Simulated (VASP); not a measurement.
Runs of VASP 6.6.1 on Mg11CdO12 (a cell with a defect). The cell holds a defect, 24 atoms: a = 5.960 Å, b = 5.960 Å, c = 8.940 Å, α = 60.00°, β = 60.00°, γ = 60.00°. 

```tsv
task	level	cell	cutoff (eV)	grid for exact exchange (PRECFOCK)	screening parameter	gap on the mesh (eV)	pressure (GPa)	largest force (eV/Å)
single point	PBEsol	as given	520	-	-	4.58	6.6	0.10
single point	r2SCAN	as given	580	-	-	5.43	(a)	0.13
relaxation of the atoms	PBEsol	atoms relaxed	520	-	-	4.58	6.6	0.02
single point	HSE06	as given	520	Fast	0.2079 1/Å	6.52	(b)	0.06
```

Alike in all rows: potentials or basis VASP PAW PBE potentials, release 64 (O, Mg, Cd); no spin polarisation; k mesh 1 × 1 × 1, shifted; smearing fermi-dirac 0.05 eV.

Q: Estimate the missing entries.

A: (a) 5.3; (b) 5.5.

Caveats: all runs use coarse meshes; the PAW data sets were made with another functional, which shifts forces and pressure a little.

A k mesh can miss the band edges, and the runs leave out spin-orbit coupling on Cd.
